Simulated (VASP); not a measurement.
Na3Zn2N:

```
Na Zn N
1.0
     4.97821    0.00000    0.00000
     0.00000    4.97821    0.00000
     0.00000    0.00000    4.80255
Na Zn N
3 2 1
Direct
  0.00000 0.50000 0.50000
  0.50000 0.00000 0.50000
  0.50000 0.50000 0.50000
  0.00000 0.00000 0.25548
  0.00000 0.00000 0.74452
  0.50000 0.50000 0.00000
```

The cell was built from a structure type or drawn by symmetry, and may not be a known phase.

| Quantity | Value |
| --- | --- |
| Program | VASP 6.6.1 |
| Task | relaxation of cell and atoms |
| Functional | PBE |
| Potentials or basis | VASP PAW PBE potentials, release 64 (Na_pv, Zn, N) |
| Cutoff | 600 eV |
| k mesh | 4 × 4 × 4 |
| Occupations | gaussian, width 0.1 eV |
| Spin | no spin polarisation |

At the start: pressure 3.9 GPa; volume 19.84 Å³/atom.

Where does the relaxation end?

Over 10 steps the energy falls by 207.4 meV/atom and the volume is 25.94 Å³/atom (+30.8 %); space group P4/mmm (No. 123, to 0.1 Å) before and after.

Step by step:
```tsv
step	energy change (eV)	largest force (eV/Å)	pressure (GPa)	volume (Å³)
1	0.0000	1.8394	3.89	119.02
2	-0.8089	1.0314	3.08	127.11
3	-0.8254	1.9004	3.34	128.68
4	-1.1756	0.1604	1.47	141.63
5	-1.2099	0.7578	0.98	148.41
6	-1.2109	0.6435	1.03	147.59
7	-1.2439	0.1278	0.05	155.23
8	-1.2440	0.0968	0.07	154.89
9	-1.2440	0.0833	0.11	154.74
10	-1.2444	0.0235	-0.03	155.63
```

Final structure:
```xyz
6
Lattice="5.8374 0.0000 0.0000 0.0000 5.8374 0.0000 0.0000 0.0000 4.5673" Properties=species:S:1:pos:R:3 pbc="T T T"
Na    0.0000    2.9187    2.2837
Na    2.9187    0.0000    2.2837
Na    2.9187    2.9187    2.2837
Zn    0.0000    0.0000    1.1290
Zn    5.8374    0.0000    3.4383
N     2.9187    2.9187    0.0000
```

Caveat: the volume moved by over 15 % at a fixed basis, so the end points are rough.
